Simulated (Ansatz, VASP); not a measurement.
**Two plane-wave programs on CdSe**

```
CELL_PARAMETERS angstrom
4.34609 0.00000 0.00000
-2.17304 3.76382 0.00000
0.00000 0.00000 7.08984
ATOMIC_POSITIONS crystal
Cd 0.66667 0.33333 0.49995
Cd 0.33333 0.66667 0.99995
Se 0.66667 0.33333 0.87591
Se 0.33333 0.66667 0.37591
```

Alike in both runs: task relaxation of cell and atoms; functional LDA; k mesh 9 × 9 × 4; occupations gaussian, width 0.02 eV; no spin polarisation.

|  | VASP | Ansatz |
| --- | --- | --- |
| version | VASP 6.6.1 | Ansatz 0.2.0 |
| potentials or method | VASP PAW LDA potentials, release 64 (Cd, Se), cutoff 600 eV | scalar-relativistic, plane waves, PAW |
| valence electrons in the cell | 36 | 72 |

Ansatz gave:

```
gap on the k mesh at the Fermi level, each at its own relaxed structure (eV) : 0.46
relaxed volume (Å³/atom)                                                     : 27.11
relaxed length of the cell vector where the two differ most in proportion (Å)              : 4.248
```

Which values does VASP return?

gap on the k mesh at the Fermi level, each at its own relaxed structure (eV): 0.48; relaxed volume (Å³/atom): 27.32; relaxed length of the cell vector where the two differ most in proportion (Å): 4.259.

Ansatz warns that its potentials were made for another functional, while VASP's fit it. LDA's correlation is that of Perdew and Zunger in VASP and of Perdew and Wang (1992) in Ansatz. VASP's potentials hold 36 valence electrons a cell and Ansatz's 72, so a difference there can come from the potentials and not from the codes.
